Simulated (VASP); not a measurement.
# CoC (rocksalt type) (Fm-3m) in VASP: notebook

CoC (rocksalt type) is run at these levels: PBE; tasks: single point.

Program: VASP 6.6.1. These are calculated values, not measurements. Logs are shortened: lines on timing, memory, paths and dates and some standing lists are left out, and cuts for length are marked.

**1. The cell of the first run**

It takes space group Fm-3m (No. 225, cubic). The conventional cell has a = 3.777 Å, b = 3.777 Å, c = 3.777 Å, α = 90.00°, β = 90.00°, γ = 90.00°. Co (site symmetry m-3m) has 6 C at 1.89 Å within 2.5 Å. Within 2.5 Å of C (site symmetry m-3m) lie 6 Co at 1.89 Å.

**2. Single point, PBE, collinear spin, ferromagnetic start (6.74 Å³/atom)**

INCAR reads:

```
SYSTEM = CoC
PREC     = Accurate       ! precision mode
ENCUT    = 520            ! plane-wave cutoff, eV
EDIFF    = 1E-6           ! SCF threshold, eV
ISMEAR   = -1             ! smearing method
SIGMA    = 0.05           ! smearing width, eV
LREAL    = .False.        ! projectors in reciprocal space
LASPH    = .True.         ! aspherical terms in the spheres
NELM     = 150            ! most SCF steps
ALGO     = Normal         ! electronic algorithm
ISIF     = 2              ! what is computed and relaxed
LWAVE    = .False.        ! write WAVECAR
LCHARG   = .False.        ! write CHGCAR
ISPIN    = 2              ! spin polarisation
MAGMOM   = 1.7 0          ! initial moments
LORBIT   = 11             ! projections on sites
LMAXMIX  = 4              ! l up to which the mixer works
GGA      = PE             ! functional
NBANDS   = 18             ! bands
```

KPOINTS reads:

```
Automatic mesh
0
Gamma
  17 17 17
  0 0 0
```

POSCAR reads:

```
CoC
1.0
    0.0000000000      1.8887130159      1.8887130159
    1.8887130159      0.0000000000      1.8887130159
    1.8887130159      1.8887130159      0.0000000000
Co C
1 1
Direct
    0.0000000000      0.0000000000      0.0000000000
    0.5000000000      0.5000000000      0.5000000000
```

Potentials or basis: VASP PAW PBE potentials, release 64 (Co, C).

On the command line:

```console
cat potpaw_PBE.64/Co/POTCAR potpaw_PBE.64/C/POTCAR > POTCAR
mpirun -np 1 vasp_std > vasp.out
```

OUTCAR:

```text
SYSTEM = CoC
   PREC = Accurate
   ENCUT = 520
   EDIFF = 1E-6
   ISMEAR = -1
   LREAL = .False.
   LASPH = .True.
   NELM = 150
   ISIF = 2
   ISPIN = 2
   LORBIT = 11
   GGA = PE

 ion  position               nearest neighbor table
   1  0.000  0.000  0.000-   2 1.89   2 1.89   2 1.89   2 1.89   2 1.89   2 1.89
   2  0.500  0.500  0.500-   1 1.89   1 1.89   1 1.89   1 1.89   1 1.89   1 1.89

  LATTYP: Found a face centered cubic cell.
 ALAT       =     3.7774260318

  Lattice vectors:

 A1 = (   0.0000000000,   1.8887130159,   1.8887130159)
 A2 = (   1.8887130159,   0.0000000000,   1.8887130159)
 A3 = (   1.8887130159,   1.8887130159,   0.0000000000)

Analysis of symmetry for initial positions (statically):
=====================================================================
 Subroutine PRICEL returns:
 Original cell was already a primitive cell.

 Routine SETGRP: Setting up the symmetry group for a
 face centered cubic supercell.

 Subroutine GETGRP returns: Found 48 space group operations
 (whereof 48 operations were pure point group operations)
 out of a pool of 48 trial point group operations.

The static configuration has the point symmetry O_h .

Analysis of symmetry for dynamics (positions and initial velocities):
=====================================================================
 Subroutine PRICEL returns:
 Original cell was already a primitive cell.

 Routine SETGRP: Setting up the symmetry group for a
 face centered cubic supercell.

 Subroutine GETGRP returns: Found 48 space group operations
 (whereof 48 operations were pure point group operations)
 out of a pool of 48 trial point group operations.

The dynamic configuration has the point symmetry O_h .

Analysis of structural, dynamic, and magnetic symmetry:
=====================================================================
 Subroutine PRICEL returns:
 Original cell was already a primitive cell.

 Routine SETGRP: Setting up the symmetry group for a
 face centered cubic supercell.

 Subroutine GETGRP returns: Found 48 space group operations
 (whereof 48 operations were pure point group operations)
 out of a pool of 48 trial point group operations.

The overall configuration has the point symmetry O_h .

 Subroutine INISYM returns: Found 48 space group operations
 (whereof 48 operations are pure point group operations),
 and found     1 'primitive' translations

----------------------------------------------------------------------------------------

                                     Primitive cell

  volume of cell :      13.4750

  direct lattice vectors                    reciprocal lattice vectors
     0.000000000  1.888713016  1.888713016    -0.264730531  0.264730531  0.264730531
     1.888713016  0.000000000  1.888713016     0.264730531 -0.264730531  0.264730531
     1.888713016  1.888713016  0.000000000     0.264730531  0.264730531 -0.264730531

  length of vectors
     2.671043563  2.671043563  2.671043563     0.458526730  0.458526730  0.458526730

  position of ions in fractional coordinates (direct lattice)
     0.000000000  0.000000000  0.000000000
     0.500000000  0.500000000  0.500000000

  ion indices of the primitive-cell ions
   primitive index   ion index
                 1           1
                 2           2

----------------------------------------------------------------------------------------

 KPOINTS: Automatic mesh

Automatic generation of k-mesh.
 Grid dimensions read from file:
 generate k-points for:   17   17   17

 Generating k-lattice:

  Cartesian coordinates                     Fractional coordinates (reciprocal lattice)
    -0.015572384  0.015572384  0.015572384     0.058823529  0.000000000  0.000000000
     0.015572384 -0.015572384  0.015572384     0.000000000  0.058823529  0.000000000
     0.015572384  0.015572384 -0.015572384     0.000000000  0.000000000  0.058823529

  Length of vectors
     0.026972161  0.026972161  0.026972161

  Shift w.r.t. Gamma in fractional coordinates (k-lattice)
     0.000000000  0.000000000  0.000000000

 Subroutine IBZKPT returns following result:
 ===========================================

 Found    165 irreducible k-points:

 Following reciprocal coordinates:
            Coordinates               Weight
  0.000000  0.000000  0.000000      1.000000
  0.058824  0.000000  0.000000      8.000000
  0.117647  0.000000  0.000000      8.000000
  0.176471  0.000000  0.000000      8.000000
  0.235294  0.000000  0.000000      8.000000
  0.294118  0.000000  0.000000      8.000000
[... 16 lines left out ...]
 -0.176471  0.058824  0.000000     24.000000
 -0.117647  0.058824  0.000000     24.000000
 [... further k-points ...]
   k-points           NKPTS =    165   k-points in BZ     NKDIM =    165   number of bands    NBANDS=     18
   number of dos      NEDOS =    301   number of ions     NIONS =      2
   total plane-waves  NPLWV =   8000
   dimension x,y,z NGX =    20 NGY =   20 NGZ =   20
   dimension x,y,z NGXF=    40 NGYF=   40 NGZF=   40
   ions per type =               1   1
   NGX,Y,Z   is equivalent  to a cutoff of  12.45, 12.45, 12.45 a.u.
   NGXF,Y,Z  is equivalent  to a cutoff of  24.90, 24.90, 24.90 a.u.
 SYSTEM =  CoC
   PREC   = accura    normal or accurate (medium, high low for compatibility)
   ISTART =      0    job   : 0-new  1-cont  2-samecut
   ICHARG =      2    charge: 1-file 2-atom 10-const
   ISPIN  =      2    spin polarized calculation?
   LNONCOLLINEAR =      F non collinear calculations
   LSORBIT =      F    spin-orbit coupling
   LASPH  =      T    aspherical Exc in radial PAW
   ENCUT  =  520.0 eV  38.22 Ry    6.18 a.u.   4.97  4.97  4.97*2*pi/ulx,y,z
   NELM   =    150;   NELMIN=  2; NELMDL= -5     # of ELM steps
   EDIFF  = 0.1E-05   stopping-criterion for ELM
   LREAL  =      F    real-space projection
   EDIFFG = 0.1E-04   stopping-criterion for IOM
   NSW    =      0    number of steps for IOM
   IBRION =     -1    ionic relax: 0-MD 1-quasi-New 2-CG
   NFREE  =      0    steps in history (QN), initial steepest desc. (CG)
   ISIF   =      2    stress and relaxation
   ISYM   =      2    0-nonsym 1-usesym 2-fastsym
   POTIM  = 0.5000    time-step for ionic-motion
   TEBEG  =    0.0;   TEEND  =   0.0 temperature during run
   PSTRESS=    0.0 pullay stress
   NELECT =      13.0000    total number of electrons
   NUPDOWN=      -1.0000    fix difference up-down
   EMIN   =  10.00;   EMAX   =-10.00  energy-range for DOS
   EFERMI =   0.00;   METHOD = LEGACY
   ISMEAR =    -1;   SIGMA  =   0.05  broadening in eV -4-tet -1-fermi 0-gaus
   EFERMI_NEDOS =   21; number of points for ismear=-14 and -15
   IALGO  =     38    algorithm
   IMIX   =      4    mixing-type and parameters
     AMIX     =   0.40;   BMIX     =  1.00
     AMIX_MAG =   1.60;   BMIX_MAG =  1.00
  volume/ion in A,a.u.               =       6.74        45.47
  Fermi-wavevector in a.u.,A,eV,Ry     =   1.617633  3.056883 35.602858  2.616736
  Thomas-Fermi vector in A             =   2.712026
   LORBIT       =     11    0 simple, 1 ext, 2 COOP (PROOUT), +10 PAW based schemes
   GGA     = PE    functional components
   LHFCALC =     F    Hartree Fock is set to
   AEXX    =    0.0000 exact exchange contribution
   IVDW    =     0    specifies the selected vdW correction
   LEPSILON=     F    determine dielectric tensor
   LRPA    =     F    only Hartree local field effects (RPA)
 spin polarized calculation
  energy-cutoff  :      520.00
  volume of cell :       13.47
 maximum number of plane-waves:       374
   NGX =  9   NGY =  9   NGZ =  9

 number of electron      13.0000008 magnetization       0.0070738

 Free energy of the ion-electron system (eV)
  ---------------------------------------------------
  ext. energy  EPLUGINS =         0.00000000
  ---------------------------------------------------
  free energy    TOTEN  =       -14.13091501 eV

  energy without entropy =      -14.11521800  energy(sigma->0) =      -14.12306650

 E-fermi :  13.9234     XC(G=0): -14.6697

 val. band max:       13.9080329907   @ k =   0.4706   0.2941   0.0588
 cond. band min:      13.9289168051   @ k =  -0.4706   0.0588   0.0000
 fundamental gap:      0.0208838144
 Fermi energy:        13.9234329967

 spin component 1

 k-point     1 :       0.0000    0.0000    0.0000
  band No.  band energies     occupation
      1      -3.4663      1.00000
      2      10.6072      1.00000
      3      10.6072      1.00000
      4      10.6072      1.00000
      5      11.2518      1.00000
      6      11.2518      1.00000
[... 10 lines left out ...]
     17      43.4186      0.00000
     18      43.7265      0.00000

 k-point     2 :       0.0588    0.0000    0.0000
  band No.  band energies     occupation
      1      -3.3674      1.00000
      2      10.4603      1.00000
      3      10.5978      1.00000
      4      10.5978      1.00000
      5      11.0728      1.00000
      6      11.0728      1.00000
[... 10 lines left out ...]
     17      43.5888      0.00000
     18      45.7803      0.00000

 k-point     3 :       0.1176    0.0000    0.0000
  band No.  band energies     occupation
      1      -3.0733      1.00000
      2      10.0226      1.00000
      3      10.2917      1.00000
      4      10.2917      1.00000
      5      10.9684      1.00000
      6      10.9684      1.00000
[... 412 lines left out ...]
 k-point    23 :      -0.1765    0.0588    0.0000
  band No.  band energies     occupation
      1      -2.3117      1.00000
      2       8.9525      1.00000
      3       9.3095      1.00000
      4       9.4968      1.00000
      5      11.0826      1.00000
      6      11.4476      1.00000
[... 10 lines left out ...]
     17      46.0943      0.00000
     18      50.1667      0.00000

 k-point    24 :      -0.1176    0.0588    0.0000
  band No.  band energies     occupation
      1      -2.8485      1.00000
      2       9.7630      1.00000
      3       9.9339      1.00000
      4       9.9913      1.00000
      5      10.8476      1.00000
      6      11.2525      1.00000
[... 10 lines left out ...]
     17      45.1832      0.00000
     18      47.7837      0.00000

 [... further k-points ...]

 spin component 2

 k-point     1 :       0.0000    0.0000    0.0000
  band No.  band energies     occupation
      1      -3.4649      1.00000
      2      10.6137      1.00000
      3      10.6137      1.00000
      4      10.6137      1.00000
      5      11.2555      1.00000
      6      11.2555      1.00000
[... 10 lines left out ...]
     17      43.4215      0.00000
     18      43.7282      0.00000

 k-point     2 :       0.0588    0.0000    0.0000
  band No.  band energies     occupation
      1      -3.3660      1.00000
      2      10.4666      1.00000
      3      10.6041      1.00000
      4      10.6041      1.00000
      5      11.0765      1.00000
      6      11.0765      1.00000
[... 10 lines left out ...]
     17      43.5918      0.00000
     18      45.7826      0.00000

 k-point     3 :       0.1176    0.0000    0.0000
  band No.  band energies     occupation
      1      -3.0719      1.00000
      2      10.0282      1.00000
      3      10.2961      1.00000
      4      10.2962      1.00000
      5      10.9738      1.00000
      6      10.9738      1.00000
[... 412 lines left out ...]
 k-point    23 :      -0.1765    0.0588    0.0000
  band No.  band energies     occupation
      1      -2.3103      1.00000
      2       8.9567      1.00000
      3       9.3127      1.00000
      4       9.5011      1.00000
      5      11.0891      1.00000
      6      11.4533      1.00000
[... 10 lines left out ...]
     17      46.0969      0.00000
     18      50.1699      0.00000

 k-point    24 :      -0.1176    0.0588    0.0000
  band No.  band energies     occupation
      1      -2.8470      1.00000
      2       9.7679      1.00000
      3       9.9372      1.00000
      4       9.9962      1.00000
      5      10.8541      1.00000
      6      11.2576      1.00000
[... 10 lines left out ...]
     17      45.1861      0.00000
     18      47.7862      0.00000

 [... further k-points ...]

------------------------ aborting loop because EDIFF is reached ----------------------------------------

  FORCE on cell =-STRESS in cart. coord.  units (eV):
  Direction    XX          YY          ZZ          XY          YZ          ZX
  --------------------------------------------------------------------------------------
  -------------------------------------------------------------------------------------
  Total        6.6603495      6.6603495      6.6603495      0.0000000      0.0000000     -0.0000000
  in kB      791.9170401    791.9170401    791.9170401      0.0000000      0.0000000     -0.0000000
  external PRESSURE =     791.9170401 kB  Pullay stress =       0.0000000 kB

 VOLUME and BASIS-vectors are now :
 -----------------------------------------------------------------------------
  energy-cutoff  :      520.00
  volume of cell :       13.47
      direct lattice vectors                 reciprocal lattice vectors
     0.000000000  1.888713016  1.888713016    -0.264730531  0.264730531  0.264730531
     1.888713016  0.000000000  1.888713016     0.264730531 -0.264730531  0.264730531
     1.888713016  1.888713016  0.000000000     0.264730531  0.264730531 -0.264730531

 POSITION                                       TOTAL-FORCE (eV/Angst)
 -----------------------------------------------------------------------------------
      0.00000      0.00000      0.00000         0.000000      0.000000     -0.000000
      1.88871      1.88871      1.88871        -0.000000     -0.000000      0.000000
 -----------------------------------------------------------------------------------
    total drift:                                0.000000     -0.000000     -0.000000

  FREE ENERGIE OF THE ION-ELECTRON SYSTEM (eV)
  ---------------------------------------------------
  free  energy   TOTEN  =       -14.1309150062 eV

  energy  without entropy=      -14.1152179999  energy(sigma->0) =      -14.12306650

 total charge

# of ion       s       p       d       tot
------------------------------------------
    1        0.541   0.922   7.735   9.198
    2        0.900   1.583   0.000   2.483
--------------------------------------------------
tot          1.442   2.504   7.735  11.681

 magnetization (x)

# of ion       s       p       d       tot
------------------------------------------
    1        0.000   0.000   0.005   0.005
    2        0.000   0.001   0.000   0.001
--------------------------------------------------
tot          0.000   0.001   0.005   0.006
```

It took 2.4 min on 1 thread of Intel Xeon 8259CL, shared host; peak memory 0.18 GiB.

What came out:

| Item | Value |
| --- | --- |
| Free energy | -14.1309 eV |
| Pressure | 79.2 GPa |
| Net moment | 0.01 μB per cell |
| Valence electrons inside the program's atomic spheres | Co 9.20; C 2.48 |

Levels at points of the mesh, in eV from the Fermi level:
Spin up:
| k point | band 2 | band 3 | band 4 | band 5 | band 6 | band 7 | band 8 | band 9 | band 10 | band 11 |
| --- | --- | --- | --- | --- | --- | --- | --- | --- | --- | --- |
| (0.00, 0.00, 0.00) | -3.32 | -3.32 | -3.32 | -2.67 | -2.67 | 1.12 | 1.12 | 1.12 | 15.42 | 17.54 |
Spin down:
```
           k point  band 2  band 3  band 4  band 5  band 6  band 7  band 8  band 9  band 10  band 11
(0.00, 0.00, 0.00)   -3.31   -3.31   -3.31   -2.67   -2.67    1.12    1.12    1.12    15.42    17.54
```

Caveat: the cell stands under pressure; the moments typed at the start vanished in this run.

**3. Single point, PBE, collinear spin, ferromagnetic start (7.38 Å³/atom)**

This run uses another cell than the first one, of 7.38 Å³/atom.

INCAR reads:

```
SYSTEM = CoC
ALGO = Normal
EDIFF = 1E-7
ENCUT = 520
GGA = PE
ISIF = 2
ISMEAR = -1
ISPIN = 2
LASPH = .TRUE.
LCHARG = .FALSE.
LMAXMIX = 4
LORBIT = 11
LREAL = .FALSE.
LWAVE = .FALSE.
MAGMOM = 1.7 0
NBANDS = 18
NELM = 150
PREC = Accurate
SIGMA = 0.05
```

KPOINTS reads:

```
k-points
0
G
  17 17 17
  0 0 0
```

POSCAR reads:

```
CoC
1.0
    0.0000000000      1.9468634283      1.9468634283
    1.9468634283      0.0000000000      1.9468634283
    1.9468634283      1.9468634283      0.0000000000
Co C
1 1
Direct
    0.0000000000      0.0000000000      0.0000000000
    0.5000000000      0.5000000000      0.5000000000
```

Potentials or basis: VASP PAW PBE potentials, release 64 (Co, C).

On the command line:

```console
cat potpaw_PBE.64/Co/POTCAR potpaw_PBE.64/C/POTCAR > POTCAR
mpirun -np 1 vasp_std > vasp.out
```

Run time: 4.1 min. Hardware: 1 thread of Intel Xeon 8259CL, shared host; peak memory 0.19 GiB.

It converged, with:

| Item | Value |
| --- | --- |
| Free energy | -14.5574 eV |
| Pressure | 30.8 GPa |
| Net moment | 0.00 μB per cell |
| Valence electrons inside the program's atomic spheres | Co 8.87; C 2.40 |

Levels at points of the mesh, in eV from the Fermi level:
Spin up:
```
           k point  band 4  band 5  band 6  band 7  band 8  band 9
(0.00, 0.00, 0.00)   -2.86   -2.33   -2.33    1.18    1.18    1.18
```
Spin down:
```csv
k point,band 3,band 4,band 5,band 6,band 7,band 8,band 9,band 10
"(0.00, 0.00, 0.00)",-2.86,-2.86,-2.33,-2.33,1.18,1.18,1.18,13.77
```

Caveat: the cell stands under pressure; the moments typed at the start vanished in this run.

(Continued in part 2 of 2.)
